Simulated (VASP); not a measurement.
SiC (Moissanite):

```
CELL_PARAMETERS angstrom
3.07600 0.00000 0.00000
-1.53800 2.66389 0.00000
0.00000 0.00000 5.04800
ATOMIC_POSITIONS crystal
Si 0.33333 0.66667 0.00000
Si 0.66667 0.33333 0.50000
C 0.33333 0.66667 0.38500
C 0.66667 0.33333 0.88500
```

Base run:

- Program: VASP 6.6.1
- Functional: r2SCAN
- Potentials or basis: VASP PAW PBE potentials, release 64 (Si, C)
- Cutoff: 520 eV
- k mesh: 6 × 6 × 4
- Occupations: gaussian, width 0.01 eV
- Spin: no spin polarisation

Its results: band gap on the k mesh 2.70 eV, indirect (least direct gap 4.59 eV); pressure 0.0 GPa; largest force 0.764 eV/Å.

**Question.** The run is repeated on the same cell with these changes: k mesh from 6 × 6 × 4 to 4 × 4 × 3. What comes out?

**Answer.** Band gap on the k mesh 3.00 eV, indirect (least direct gap 4.57 eV); pressure 0.1 GPa; largest force 0.728 eV/Å.

Caveats: some runs use coarse meshes; the PAW data sets were made with another functional, which shifts forces and pressure a little.

A k mesh can miss the band edges.
